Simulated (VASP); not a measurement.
Write the native input for VASP 6.6.1 that does the following.

| Item | Value |
| --- | --- |
| Task | relaxation of shape and atoms at fixed volume |
| Functional | PBE |
| Potentials or basis | VASP PAW PBE potentials, release 64 (Ca_sv, Dy_3), 4f in core |
| Cutoff | 500 eV |
| k mesh | 8 × 8 × 4 |
| Occupations | gaussian, width 0.1 eV |
| Spin | no spin polarisation |
| Dipole correction | no |
| Further INCAR settings | ALGO = Normal; EDIFF = 1e-07; IBRION = 2; EDIFFG = -0.01; NSW = 50; ISIF = 4 |

The structure of Ca4Dy lies in POSCAR:

```
Ca4Dy
1.0
    4.6630090916      0.0000000000      0.0000000000
    0.0000000000      4.6630090916      0.0000000000
    0.0000000000      0.0000000000      9.0987520123
Ca Dy
4 1
Direct
    0.0000000000      0.5000000000      0.5000000000
    0.5000000000      0.0000000000      0.5000000000
    0.0000000000      0.0000000000      0.1886104753
    0.0000000000      0.0000000000      0.8113895247
    0.5000000000      0.5000000000      0.0000000000
```

One way to write it, as run:

INCAR

```
PREC = Accurate
ENCUT = 500
EDIFF = 1E-7
ISMEAR = 0
SIGMA = 0.1
LREAL = False
LASPH = True
NELM = 200
ALGO = Normal
ISIF = 4
LWAVE = False
LCHARG = False
GGA = PE
IBRION = 2
NSW = 50
EDIFFG = -0.01
GGA_COMPAT = False
NELMIN = 4
LMAXMIX = 6
```

KPOINTS

```
Automatic mesh
0
Gamma
  8 8 4
```

Potentials or basis: VASP PAW PBE potentials, release 64 (Ca_sv, Dy_3), 4f in core.

Command:

```bash
$ cat potpaw_PBE.64/Ca_sv/POTCAR potpaw_PBE.64/Dy_3/POTCAR > POTCAR
$ mpirun -np 1 vasp_std > vasp.out
```

It gave:

```
Energy gained by relaxing : 0.0 meV/atom
Ionic steps               : 3
Pressure after relaxing   : 0.6 GPa
Band gap on the k mesh    : zero (an odd number of electrons rules out a gap without spin polarisation)
```

Caveat: spin-orbit coupling is left out, which moves the levels of the heavy elements; the 4f electrons are frozen in the core, so they carry no moment and show no levels.

Wall time 8.5 min on 1 thread of Intel(R) Xeon(R) Platinum 8375C CPU @ 2.90GHz (Ice Lake), on a shared host, peak memory 0.44 GiB.
